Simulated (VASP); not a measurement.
# TaN (Fm-3m) in VASP: single point with PBEsol

Aim: the single point of TaN with PBEsol.

Everything below comes from runs of VASP 6.6.1. Logs are shortened: lines on timing, memory, paths and dates and some standing lists are left out, and cuts for length are marked.

**1. The cell of the first run**

It takes space group Fm-3m (No. 225, cubic). Conventional cell: a = 4.375 Å, b = 4.375 Å, c = 4.375 Å, α = 90.00°, β = 90.00°, γ = 90.00°. Ta (site symmetry m-3m) has 6 N at 2.19 Å within 2.9 Å. Within 2.9 Å of N (site symmetry m-3m) lie 6 Ta at 2.19 Å.

**2. Single point, PBEsol, non-collinear spin, zero start, spin-orbit coupling**

The input, INCAR:

```
SYSTEM = TaN
  PREC = Accurate
  ENCUT = 600
  EDIFF = 1E-6
  ISMEAR = 0
  SIGMA = 0.1
  LREAL = .FALSE.
  LASPH = .TRUE.
  NELM = 200
  ALGO = Normal
  ISIF = 2
  LWAVE = .FALSE.
  LCHARG = .FALSE.
  MAGMOM = 0 0 0 0 0 0
  LORBIT = 11
  LSORBIT = .TRUE.
  GGA_COMPAT = .FALSE.
  LORBMOM = .TRUE.
  LMAXMIX = 4
  GGA = PS
  NBANDS = 28
```

The input, KPOINTS:

```
regular mesh
0
G
  16 16 16
  0 0 0
```

The input, POSCAR:

```
TaN
1.0
    0.0000000000      2.1874205795      2.1874205795
    2.1874205795      0.0000000000      2.1874205795
    2.1874205795      2.1874205795      0.0000000000
Ta N
1 1
Direct
    0.5000000000      0.5000000000      0.5000000000
    0.0000000000      0.0000000000      0.0000000000
```

Potentials or basis: VASP PAW PBE potentials, release 64 (Ta_pv, N).

Command:

```sh
$ cat potpaw_PBE.64/Ta_pv/POTCAR potpaw_PBE.64/N/POTCAR > POTCAR
$ mpirun -np 1 vasp_ncl > vasp.out
```

OUTCAR:

```text
SYSTEM = TaN
   PREC = Accurate
   ENCUT = 600
   EDIFF = 1E-6
   ISMEAR = 0
   LREAL = .FALSE.
   LASPH = .TRUE.
   NELM = 200
   ISIF = 2
   LORBIT = 11
   LSORBIT = .TRUE.
   GGA = PS

 ion  position               nearest neighbor table
   1  0.500  0.500  0.500-   2 2.19   2 2.19   2 2.19   2 2.19   2 2.19   2 2.19
   2  0.000  0.000  0.000-   1 2.19   1 2.19   1 2.19   1 2.19   1 2.19   1 2.19

  LATTYP: Found a face centered cubic cell.
 ALAT       =     4.3748411590

  Lattice vectors:

 A1 = (   0.0000000000,   2.1874205795,   2.1874205795)
 A2 = (   2.1874205795,   0.0000000000,   2.1874205795)
 A3 = (   2.1874205795,   2.1874205795,   0.0000000000)

Analysis of symmetry for initial positions (statically):
=====================================================================
 Subroutine PRICEL returns:
 Original cell was already a primitive cell.

 Routine SETGRP: Setting up the symmetry group for a
 face centered cubic supercell.

 Subroutine GETGRP returns: Found 48 space group operations
 (whereof 48 operations were pure point group operations)
 out of a pool of 48 trial point group operations.

The static configuration has the point symmetry O_h .

Analysis of symmetry for dynamics (positions and initial velocities):
=====================================================================
 Subroutine PRICEL returns:
 Original cell was already a primitive cell.

 Routine SETGRP: Setting up the symmetry group for a
 face centered cubic supercell.

 Subroutine GETGRP returns: Found 48 space group operations
 (whereof 48 operations were pure point group operations)
 out of a pool of 48 trial point group operations.

The dynamic configuration has the point symmetry O_h .

Analysis of structural, dynamic, and magnetic symmetry:
=====================================================================
 Subroutine PRICEL returns:
 Original cell was already a primitive cell.

 Routine SETGRP: Setting up the symmetry group for a
 face centered cubic supercell.

 Subroutine GETGRP returns: Found 48 space group operations
 (whereof 48 operations were pure point group operations)
 out of a pool of 48 trial point group operations.

The overall configuration has the point symmetry O_h .

 Subroutine INISYM returns: Found 48 space group operations
 (whereof 48 operations are pure point group operations),
 and found     1 'primitive' translations

----------------------------------------------------------------------------------------

                                     Primitive cell

  volume of cell :      20.9328

  direct lattice vectors                    reciprocal lattice vectors
     0.000000000  2.187420579  2.187420579    -0.228579728  0.228579728  0.228579728
     2.187420579  0.000000000  2.187420579     0.228579728 -0.228579728  0.228579728
     2.187420579  2.187420579  0.000000000     0.228579728  0.228579728 -0.228579728

  length of vectors
     3.093479850  3.093479850  3.093479850     0.395911702  0.395911702  0.395911702

  position of ions in fractional coordinates (direct lattice)
     0.500000000  0.500000000  0.500000000
     0.000000000  0.000000000  0.000000000

  ion indices of the primitive-cell ions
   primitive index   ion index
                 1           1
                 2           2

----------------------------------------------------------------------------------------

 KPOINTS: regular mesh

Automatic generation of k-mesh.
 Grid dimensions read from file:
 generate k-points for:   16   16   16

 Generating k-lattice:

  Cartesian coordinates                     Fractional coordinates (reciprocal lattice)
    -0.014286233  0.014286233  0.014286233     0.062500000  0.000000000  0.000000000
     0.014286233 -0.014286233  0.014286233     0.000000000  0.062500000  0.000000000
     0.014286233  0.014286233 -0.014286233     0.000000000  0.000000000  0.062500000

  Length of vectors
     0.024744481  0.024744481  0.024744481

  Shift w.r.t. Gamma in fractional coordinates (k-lattice)
     0.000000000  0.000000000  0.000000000

 Subroutine IBZKPT returns following result:
 ===========================================

 Found    145 irreducible k-points:

 Following reciprocal coordinates:
            Coordinates               Weight
  0.000000  0.000000  0.000000      1.000000
  0.062500  0.000000  0.000000      8.000000
  0.125000  0.000000  0.000000      8.000000
  0.187500  0.000000  0.000000      8.000000
  0.250000  0.000000  0.000000      8.000000
  0.312500  0.000000  0.000000      8.000000
[... 16 lines left out ...]
 -0.125000  0.062500  0.000000     24.000000
 -0.062500  0.062500  0.000000     12.000000
[... 27 lines left out ...]
   POTIM  = 0.5000    time-step for ionic-motion
   TEBEG  =    0.0;   TEEND  =   0.0 temperature during run
   PSTRESS=    0.0 pullay stress
   NELECT =      16.0000    total number of electrons
   NUPDOWN=      -1.0000    fix difference up-down
   EMIN   =  10.00;   EMAX   =-10.00  energy-range for DOS
   EFERMI =   0.00;   METHOD = LEGACY
   ISMEAR =     0;   SIGMA  =   0.10  broadening in eV -4-tet -1-fermi 0-gaus
   EFERMI_NEDOS =   21; number of points for ismear=-14 and -15
   IALGO  =     38    algorithm
   IMIX   =      4    mixing-type and parameters
     AMIX     =   0.40;   BMIX     =  1.00
     AMIX_MAG =   1.60;   BMIX_MAG =  1.00
  volume/ion in A,a.u.               =      10.47        70.63
  Fermi-wavevector in a.u.,A,eV,Ry     =   1.496830  2.828599 30.483861  2.240501
  Thomas-Fermi vector in A             =   2.608796
   LORBIT       =     11    0 simple, 1 ext, 2 COOP (PROOUT), +10 PAW based schemes
   GGA     = PS    functional components
   LHFCALC =     F    Hartree Fock is set to
   AEXX    =    0.0000 exact exchange contribution
   IVDW    =     0    specifies the selected vdW correction
   LEPSILON=     F    determine dielectric tensor
   LRPA    =     F    only Hartree local field effects (RPA)
 Gauss-broadening in eV      SIGMA  =   0.10
  energy-cutoff  :      600.00
  volume of cell :       20.93
 maximum number of plane-waves:      1450
 NGX is ok and might be reduce to    28
   NGX = 13   NGY = 13   NGZ = 13

 number of electron      16.0000000 magnetization       0.0000000      0.0000000      0.0000000

 number of electron      16.0000000 magnetization       0.0000000     -0.0000000      0.0000000

 number of electron      16.0000000 magnetization      -0.0000000      0.0000000     -0.0000000

 Free energy of the ion-electron system (eV)
  ---------------------------------------------------
  ext. energy  EPLUGINS =         0.00000000
  ---------------------------------------------------
  free energy    TOTEN  =       -23.88491580 eV

  energy without entropy =      -23.87906422  energy(sigma->0) =      -23.88199001

 E-fermi :   9.5203     XC(G=0): -13.6770

 val. band max:        9.5086272988   @ k =  -0.3125   0.3125   0.1250
 cond. band min:       9.5213380116   @ k =  -0.3125   0.3125   0.0625
 fundamental gap:      0.0127107128
 Fermi energy:         9.5203038195

 k-point     1 :       0.0000    0.0000    0.0000
  band No.  band energies     occupation
      1     -31.5142      1.00000
      2     -31.5142      1.00000
      3     -23.6133      1.00000
      4     -23.6133      1.00000
      5     -23.6133      1.00000
      6     -23.6133      1.00000
[... 733 lines left out ...]
     27      19.7245      0.00000
     28      19.7245      0.00000

 [... further k-points ...]

------------------------ aborting loop because EDIFF is reached ----------------------------------------

  FORCE on cell =-STRESS in cart. coord.  units (eV):
  Direction    XX          YY          ZZ          XY          YZ          ZX
  --------------------------------------------------------------------------------------
  -------------------------------------------------------------------------------------
  Total        0.2347178      0.2347178      0.2347178      0.0000000     -0.0000000      0.0000000
  in kB       17.9651017     17.9651017     17.9651017      0.0000000     -0.0000000      0.0000000
  external PRESSURE =      17.9651017 kB  Pullay stress =       0.0000000 kB

 VOLUME and BASIS-vectors are now :
 -----------------------------------------------------------------------------
  energy-cutoff  :      600.00
  volume of cell :       20.93
      direct lattice vectors                 reciprocal lattice vectors
     0.000000000  2.187420579  2.187420579    -0.228579728  0.228579728  0.228579728
     2.187420579  0.000000000  2.187420579     0.228579728 -0.228579728  0.228579728
     2.187420579  2.187420579  0.000000000     0.228579728  0.228579728 -0.228579728

 POSITION                                       TOTAL-FORCE (eV/Angst)
 -----------------------------------------------------------------------------------
      2.18742      2.18742      2.18742         0.000000     -0.000000      0.000000
      0.00000      0.00000      0.00000        -0.000000      0.000000     -0.000000
 -----------------------------------------------------------------------------------
    total drift:                                0.000000      0.000000      0.000000

  FREE ENERGIE OF THE ION-ELECTRON SYSTEM (eV)
  ---------------------------------------------------
  free  energy   TOTEN  =       -23.8849157961 eV

  energy  without entropy=      -23.8790642190  energy(sigma->0) =      -23.88199001

 orbital moment (x)

 # of ion     p       d       tot
 ----------------------------------------
  1         0.000  -0.000  -0.000
  2         0.000   0.000   0.000
 ----------------------------------------
            0.000  -0.000  -0.000

 orbital moment (y)

 # of ion     p       d       tot
 ----------------------------------------
  1         0.000   0.000   0.000
  2         0.000   0.000   0.000
 ----------------------------------------
            0.000   0.000   0.000

 orbital moment (z)

 # of ion     p       d       tot
 ----------------------------------------
  1         0.000   0.000   0.000
  2         0.000   0.000   0.000
 ----------------------------------------
            0.000   0.000   0.000

 Spin-Orbit-Coupling matrix elements

 Ion:    1  E_soc:     -1.3281014
 l=   1
     0.0000000    -0.2035176    -0.2035176
    -0.2035176     0.0000000    -0.2035176
    -0.2035176    -0.2035176     0.0000000
 l=   2
     0.0000000    -0.0053169     0.0000000    -0.0053169    -0.0125157
    -0.0053169     0.0000000    -0.0093868    -0.0053169    -0.0031289
     0.0000000    -0.0093868     0.0000000    -0.0093868     0.0000000
    -0.0053169    -0.0053169    -0.0093868     0.0000000    -0.0031289
    -0.0125157    -0.0031289     0.0000000    -0.0031289     0.0000000
 l=   3
     0.0000000     0.0000000     0.0000000     0.0000000     0.0000000     0.0000000     0.0000000
     0.0000000     0.0000000     0.0000000     0.0000000     0.0000000     0.0000000     0.0000000
     0.0000000     0.0000000     0.0000000     0.0000000     0.0000000     0.0000000     0.0000000
     0.0000000     0.0000000     0.0000000     0.0000000     0.0000000     0.0000000     0.0000000
     0.0000000     0.0000000     0.0000000     0.0000000     0.0000000     0.0000000     0.0000000
     0.0000000     0.0000000     0.0000000     0.0000000     0.0000000     0.0000000     0.0000000
     0.0000000     0.0000000     0.0000000     0.0000000     0.0000000     0.0000000     0.0000000

 Ion:    2  E_soc:     -0.0004504
 l=   1
     0.0000000    -0.0000751    -0.0000751
    -0.0000751     0.0000000    -0.0000751
    -0.0000751    -0.0000751     0.0000000
 l=   2
     0.0000000     0.0000000     0.0000000     0.0000000     0.0000000
     0.0000000     0.0000000     0.0000000     0.0000000     0.0000000
     0.0000000     0.0000000     0.0000000     0.0000000     0.0000000
     0.0000000     0.0000000     0.0000000     0.0000000     0.0000000
     0.0000000     0.0000000     0.0000000     0.0000000     0.0000000
 l=   3
     0.0000000     0.0000000     0.0000000     0.0000000     0.0000000     0.0000000     0.0000000
     0.0000000     0.0000000     0.0000000     0.0000000     0.0000000     0.0000000     0.0000000
     0.0000000     0.0000000     0.0000000     0.0000000     0.0000000     0.0000000     0.0000000
     0.0000000     0.0000000     0.0000000     0.0000000     0.0000000     0.0000000     0.0000000
     0.0000000     0.0000000     0.0000000     0.0000000     0.0000000     0.0000000     0.0000000
     0.0000000     0.0000000     0.0000000     0.0000000     0.0000000     0.0000000     0.0000000
     0.0000000     0.0000000     0.0000000     0.0000000     0.0000000     0.0000000     0.0000000

 total charge

# of ion       s       p       d       tot
------------------------------------------
    1        0.278   6.233   2.486   8.997
    2        1.221   2.529   0.000   3.750
--------------------------------------------------
tot          1.499   8.762   2.486  12.747

 magnetization (x)

# of ion       s       p       d       tot
------------------------------------------
    1        0.000   0.000   0.000   0.000
    2       -0.000   0.000   0.000  -0.000
--------------------------------------------------
tot         -0.000   0.000   0.000  -0.000

 magnetization (y)

# of ion       s       p       d       tot
------------------------------------------
    1        0.000   0.000   0.000   0.000
    2        0.000   0.000   0.000   0.000
--------------------------------------------------
tot          0.000   0.000   0.000   0.000

 magnetization (z)

# of ion       s       p       d       tot
------------------------------------------
    1        0.000   0.000  -0.000   0.000
    2        0.000  -0.000   0.000  -0.000
--------------------------------------------------
tot          0.000  -0.000  -0.000   0.000
```

Wall time 2.9 min (1 thread of Intel Xeon Platinum 8488C (Sapphire Rapids), shared host); peak memory 0.35 GiB.

Results:

```yaml
Free_energy: -23.8849 eV
Pressure: 1.8 GPa
Net_moment: 0.00 μB per cell
Valence_electrons_inside_the_program's_atomic_spheres: Ta 9.00; N 3.75
```

Moments on the atoms (μB; x, y, z):
```
Ta  0.00 0.00 0.00
N   0.00 0.00 0.00
```

Caveat: the PAW data sets were made with another functional, which shifts forces and pressure a little.
